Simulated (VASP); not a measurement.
**Ru: single point with LDA**

Crystal: Ru.

```xyz
1
Lattice="2.1800 0.0000 0.0000 -1.0900 1.8879 0.0000 0.0000 0.0000 2.0338" Properties=species:S:1:pos:R:3 pbc="T T T"
Ru    0.0000    0.0000    0.0000
```

```json
{"Program": "VASP 6.6.1", "Task": "single point", "Functional": "LDA", "Potentials or basis": "VASP PAW LDA potentials, release 64 (Ru_pv)", "Cutoff": "520 eV", "k mesh": "20 × 20 × 19", "Occupations": "fermi-dirac, width 0.1 eV", "Spin": "no spin polarisation"}
```

- Pressure: 526.5 GPa
- Band gap on the k mesh: zero (band 7 reaches 29.81 eV, above the bottom of band 8 at 21.41 eV)

Stress tensor (GPa, compression positive):
```
524.80   0.00   0.00
  0.00 524.80   0.00
  0.00   0.00 530.03
```

Levels at points of the mesh, in eV from the Fermi level:
| k point | band 4 | band 5 | band 6 | band 7 | band 8 | band 9 | band 10 | band 11 |
| --- | --- | --- | --- | --- | --- | --- | --- | --- |
| (0.00, 0.00, 0.00) | -11.78 | -10.42 | -5.70 | -5.70 | 4.46 | 4.46 | 10.10 | 13.15 |
| (0.50, 0.00, 0.00) | -12.41 | -8.14 | -2.12 | 1.68 | 3.02 | 4.90 | 10.10 | 16.85 |

Wall time 14 s on 1 thread of Intel(R) Xeon(R) 6975P-C (Granite Rapids), on a shared host, peak memory 0.14 GiB.
